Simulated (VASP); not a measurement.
# GaN (F-43m) in VASP: single point with LDA

Aim: the single point of GaN with LDA.

All numbers are computed with VASP 6.6.1; they aren't measurements. Logs are shortened: lines on timing, memory, paths and dates and some standing lists are left out, and cuts for length are marked.

### 1 The cell of the first run

The structure is cubic, space group F-43m (No. 216). Conventional cell: a = 4.455 Å, b = 4.455 Å, c = 4.455 Å, α = 90.00°, β = 90.00°, γ = 90.00°. Ga (site symmetry -43m) has 4 N at 1.93 Å within 2.6 Å. Within 2.6 Å of N (site symmetry -43m) lie 4 Ga at 1.93 Å.

### 2 Single point, LDA

Contents of INCAR:

```
SYSTEM = GaN
PREC = Accurate ; ENCUT = 1330
EDIFF = 1E-6 ; ISMEAR = 0
SIGMA = 0.02 ; LREAL = .False.
LASPH = .True. ; NELM = 120
ALGO = Normal ; ISIF = 2
LWAVE = .False. ; LCHARG = .False.
GGA = CA ; NBANDS = 16
GGA_COMPAT = .False.
```

Contents of KPOINTS:

```
Automatic mesh
0
Gamma
  10 10 10
  0 0 0
```

Contents of POSCAR:

```
GaN
1.0
    0.0000000000      2.2277008246      2.2277008246
    2.2277008246      0.0000000000      2.2277008246
    2.2277008246      2.2277008246      0.0000000000
Ga N
1 1
Direct
    0.0000000000      0.0000000000      0.0000000000
    0.2500000000      0.2500000000      0.2500000000
```

Potentials or basis: VASP PAW LDA potentials, release 64 (Ga_d, N_h).

On the command line:

```sh
$ cat potpaw_LDA.64/Ga_d/POTCAR potpaw_LDA.64/N_h/POTCAR > POTCAR
$ mpirun -np 1 vasp_std > vasp.out
```

OUTCAR:

```text
SYSTEM = GaN
   PREC = Accurate
   ENCUT = 1330
   EDIFF = 1E-6
   ISMEAR = 0
   LREAL = .False.
   LASPH = .True.
   NELM = 120
   ISIF = 2
   GGA = CA

 ion  position               nearest neighbor table
   1  0.000  0.000  0.000-   2 1.93   2 1.93   2 1.93   2 1.93
   2  0.250  0.250  0.250-   1 1.93   1 1.93   1 1.93   1 1.93

  LATTYP: Found a face centered cubic cell.
 ALAT       =     4.4554016492

  Lattice vectors:

 A1 = (   0.0000000000,   2.2277008246,   2.2277008246)
 A2 = (   2.2277008246,   0.0000000000,   2.2277008246)
 A3 = (   2.2277008246,   2.2277008246,   0.0000000000)

Analysis of symmetry for initial positions (statically):
=====================================================================
 Subroutine PRICEL returns:
 Original cell was already a primitive cell.

 Routine SETGRP: Setting up the symmetry group for a
 face centered cubic supercell.

 Subroutine GETGRP returns: Found 24 space group operations
 (whereof 24 operations were pure point group operations)
 out of a pool of 48 trial point group operations.

The static configuration has the point symmetry T_d .

Analysis of symmetry for dynamics (positions and initial velocities):
=====================================================================
 Subroutine PRICEL returns:
 Original cell was already a primitive cell.

 Routine SETGRP: Setting up the symmetry group for a
 face centered cubic supercell.

 Subroutine GETGRP returns: Found 24 space group operations
 (whereof 24 operations were pure point group operations)
 out of a pool of 48 trial point group operations.

The dynamic configuration has the point symmetry T_d .

 Subroutine INISYM returns: Found 24 space group operations
 (whereof 24 operations are pure point group operations),
 and found     1 'primitive' translations

----------------------------------------------------------------------------------------

                                     Primitive cell

  volume of cell :      22.1106

  direct lattice vectors                    reciprocal lattice vectors
     0.000000000  2.227700825  2.227700825    -0.224446656  0.224446656  0.224446656
     2.227700825  0.000000000  2.227700825     0.224446656 -0.224446656  0.224446656
     2.227700825  2.227700825  0.000000000     0.224446656  0.224446656 -0.224446656

  length of vectors
     3.150444719  3.150444719  3.150444719     0.388753011  0.388753011  0.388753011

  position of ions in fractional coordinates (direct lattice)
     0.000000000  0.000000000  0.000000000
     0.250000000  0.250000000  0.250000000

  ion indices of the primitive-cell ions
   primitive index   ion index
                 1           1
                 2           2

----------------------------------------------------------------------------------------

 KPOINTS: Automatic mesh

Automatic generation of k-mesh.
 Grid dimensions read from file:
 generate k-points for:   10   10   10

 Generating k-lattice:

  Cartesian coordinates                     Fractional coordinates (reciprocal lattice)
    -0.022444666  0.022444666  0.022444666     0.100000000  0.000000000  0.000000000
     0.022444666 -0.022444666  0.022444666     0.000000000  0.100000000  0.000000000
     0.022444666  0.022444666 -0.022444666     0.000000000  0.000000000  0.100000000

  Length of vectors
     0.038875301  0.038875301  0.038875301

  Shift w.r.t. Gamma in fractional coordinates (k-lattice)
     0.000000000  0.000000000  0.000000000

 Subroutine IBZKPT returns following result:
 ===========================================

 Found     47 irreducible k-points:

 Following reciprocal coordinates:
            Coordinates               Weight
  0.000000  0.000000  0.000000      1.000000
  0.100000  0.000000  0.000000      8.000000
  0.200000  0.000000  0.000000      8.000000
  0.300000  0.000000  0.000000      8.000000
  0.400000  0.000000  0.000000      8.000000
  0.500000  0.000000  0.000000      4.000000
[... 16 lines left out ...]
  0.300000  0.300000  0.000000      6.000000
  0.400000  0.300000  0.000000     24.000000
 [... further k-points ...]
   k-points           NKPTS =     47   k-points in BZ     NKDIM =     47   number of bands    NBANDS=     16
   number of dos      NEDOS =    301   number of ions     NIONS =      2
   total plane-waves  NPLWV =  64000
   dimension x,y,z NGX =    40 NGY =   40 NGZ =   40
   dimension x,y,z NGXF=    80 NGYF=   80 NGZF=   80
   ions per type =               1   1
   NGX,Y,Z   is equivalent  to a cutoff of  21.11, 21.11, 21.11 a.u.
   NGXF,Y,Z  is equivalent  to a cutoff of  42.22, 42.22, 42.22 a.u.
 SYSTEM =  GaN
   PREC   = accura    normal or accurate (medium, high low for compatibility)
   ISTART =      0    job   : 0-new  1-cont  2-samecut
   ICHARG =      2    charge: 1-file 2-atom 10-const
   ISPIN  =      1    spin polarized calculation?
   LNONCOLLINEAR =      F non collinear calculations
   LSORBIT =      F    spin-orbit coupling
   LASPH  =      T    aspherical Exc in radial PAW
   ENCUT  = 1330.0 eV  97.75 Ry    9.89 a.u.   9.37  9.37  9.37*2*pi/ulx,y,z
   NELM   =    120;   NELMIN=  2; NELMDL= -5     # of ELM steps
   EDIFF  = 0.1E-05   stopping-criterion for ELM
   LREAL  =      F    real-space projection
   EDIFFG = 0.1E-04   stopping-criterion for IOM
   NSW    =      0    number of steps for IOM
   IBRION =     -1    ionic relax: 0-MD 1-quasi-New 2-CG
   NFREE  =      0    steps in history (QN), initial steepest desc. (CG)
   ISIF   =      2    stress and relaxation
   ISYM   =      2    0-nonsym 1-usesym 2-fastsym
   POTIM  = 0.5000    time-step for ionic-motion
   TEBEG  =    0.0;   TEEND  =   0.0 temperature during run
   PSTRESS=    0.0 pullay stress
   NELECT =      18.0000    total number of electrons
   NUPDOWN=      -1.0000    fix difference up-down
   EMIN   =  10.00;   EMAX   =-10.00  energy-range for DOS
   EFERMI =   0.00;   METHOD = LEGACY
   ISMEAR =     0;   SIGMA  =   0.02  broadening in eV -4-tet -1-fermi 0-gaus
   EFERMI_NEDOS =   21; number of points for ismear=-14 and -15
   IALGO  =     38    algorithm
   IMIX   =      4    mixing-type and parameters
     AMIX     =   0.40;   BMIX     =  1.00
     AMIX_MAG =   1.60;   BMIX_MAG =  1.00
  volume/ion in A,a.u.               =      11.06        74.60
  Fermi-wavevector in a.u.,A,eV,Ry     =   1.528617  2.888668 31.792342  2.336671
  Thomas-Fermi vector in A             =   2.636351
   LORBIT       =      0    0 simple, 1 ext, 2 COOP (PROOUT), +10 PAW based schemes
   GGA     = CA    functional components
   LHFCALC =     F    Hartree Fock is set to
   AEXX    =    0.0000 exact exchange contribution
   IVDW    =     0    specifies the selected vdW correction
   LEPSILON=     F    determine dielectric tensor
   LRPA    =     F    only Hartree local field effects (RPA)
 non-spin polarized calculation
 Gauss-broadening in eV      SIGMA  =   0.02
  energy-cutoff  :     1330.00
  volume of cell :       22.11
 maximum number of plane-waves:      2454
 NGX is ok and might be reduce to    40
   NGX = 19   NGY = 19   NGZ = 19

 number of electron      18.0000001 magnetization

 Free energy of the ion-electron system (eV)
  ---------------------------------------------------
  ext. energy  EPLUGINS =         0.00000000
  ---------------------------------------------------
  free energy    TOTEN  =       -13.94716650 eV

  energy without entropy =      -13.94716650  energy(sigma->0) =      -13.94716650

 E-fermi :   5.9451     XC(G=0): -12.3189

 val. band max:        5.7380402015   @ k =   0.0000   0.0000   0.0000
 cond. band min:       7.7118687632   @ k =   0.0000   0.0000   0.0000
 fundamental gap:      1.9738285616
 Fermi energy:         5.9450718982

 k-point     1 :       0.0000    0.0000    0.0000
  band No.  band energies     occupation
      1     -10.3684      2.00000
      2      -7.8524      2.00000
      3      -7.8524      2.00000
      4      -7.8524      2.00000
      5      -7.4981      2.00000
      6      -7.4981      2.00000
[... 8 lines left out ...]
     15      24.6822      0.00000
     16      24.6822      0.00000

 k-point     2 :       0.1000    0.0000    0.0000
  band No.  band energies     occupation
      1     -10.2488      2.00000
      2      -7.8374      2.00000
      3      -7.8374      2.00000
      4      -7.8145      2.00000
      5      -7.4996      2.00000
      6      -7.4996      2.00000
[... 8 lines left out ...]
     15      23.4006      0.00000
     16      23.4006      0.00000

 k-point     3 :       0.2000    0.0000    0.0000
  band No.  band energies     occupation
      1      -9.9470      2.00000
      2      -7.8026      2.00000
      3      -7.8026      2.00000
      4      -7.6485      2.00000
      5      -7.4985      2.00000
      6      -7.4985      2.00000
[... 8 lines left out ...]
     15      22.6254      0.00000
     16      22.6254      0.00000

 k-point     4 :       0.3000    0.0000    0.0000
  band No.  band energies     occupation
      1      -9.6292      2.00000
      2      -7.7717      2.00000
      3      -7.7717      2.00000
      4      -7.4836      2.00000
      5      -7.4836      2.00000
      6      -7.2229      2.00000
[... 8 lines left out ...]
     15      23.1339      0.00000
     16      23.1339      0.00000
[... 324 lines left out ...]
 k-point    22 :      -0.2000    0.2000    0.0000
  band No.  band energies     occupation
      1      -9.5319      2.00000
      2      -7.7549      2.00000
      3      -7.7372      2.00000
      4      -7.5236      2.00000
      5      -7.5174      2.00000
      6      -7.0269      2.00000
[... 8 lines left out ...]
     15      23.2379      0.00000
     16      26.5304      0.00000

 k-point    23 :       0.3000    0.3000    0.0000
  band No.  band energies     occupation
      1      -9.4406      2.00000
      2      -7.6995      2.00000
      3      -7.6426      2.00000
      4      -7.6426      2.00000
      5      -7.4425      2.00000
      6      -7.0109      2.00000
[... 8 lines left out ...]
     15      28.0516      0.00000
     16      28.6386      0.00000

 k-point    24 :       0.4000    0.3000    0.0000
  band No.  band energies     occupation
      1      -9.3210      2.00000
      2      -7.7180      2.00000
      3      -7.6053      2.00000
      4      -7.6039      2.00000
      5      -7.4312      2.00000
      6      -6.5060      2.00000
[... 8 lines left out ...]
     15      28.4410      0.00000
     16      28.4746      0.00000

 [... further k-points ...]
[... 5 lines left out ...]
  --------------------------------------------------------------------------------------
  -------------------------------------------------------------------------------------
  Total        0.1340107      0.1340107      0.1340107     -0.0000000      0.0000000     -0.0000000
  in kB        9.7106753      9.7106753      9.7106753     -0.0000000      0.0000000     -0.0000000
  external PRESSURE =       9.7106753 kB  Pullay stress =       0.0000000 kB

 VOLUME and BASIS-vectors are now :
 -----------------------------------------------------------------------------
  energy-cutoff  :     1330.00
  volume of cell :       22.11
      direct lattice vectors                 reciprocal lattice vectors
     0.000000000  2.227700825  2.227700825    -0.224446656  0.224446656  0.224446656
     2.227700825  0.000000000  2.227700825     0.224446656 -0.224446656  0.224446656
     2.227700825  2.227700825  0.000000000     0.224446656  0.224446656 -0.224446656

 POSITION                                       TOTAL-FORCE (eV/Angst)
 -----------------------------------------------------------------------------------
      0.00000      0.00000      0.00000        -0.000000      0.000000     -0.000000
      1.11385      1.11385      1.11385         0.000000     -0.000000      0.000000
 -----------------------------------------------------------------------------------
    total drift:                               -0.000000     -0.000000     -0.000000

  FREE ENERGIE OF THE ION-ELECTRON SYSTEM (eV)
  ---------------------------------------------------
  free  energy   TOTEN  =       -13.9471665036 eV

  energy  without entropy=      -13.9471665036  energy(sigma->0) =      -13.94716650
```

Run time: 53 s. Hardware: 1 thread of Intel Xeon Platinum 8259CL at 2.50GHz (Skylake/Cascade Lake), shared host; peak memory 0.25 GiB.

Results:

* Free energy: -13.9472 eV
* Pressure: 1.0 GPa
* Band gap on the k mesh: 1.97 eV

Levels at points of the mesh, in eV from the valence-band top:
| k point | band 7 | band 8 | band 9 | band 10 | band 11 | band 12 |
| --- | --- | --- | --- | --- | --- | --- |
| (0.00, 0.00, 0.00) | 0.00 | 0.00 | 0.00 | 1.97 | 10.33 | 10.33 |
| (0.50, 0.00, 0.00) | -7.35 | -1.02 | -1.02 | 4.78 | 8.77 | 10.39 |
| (0.50, 0.50, 0.00) | -6.35 | -2.86 | -2.86 | 3.26 | 6.69 | 11.75 |
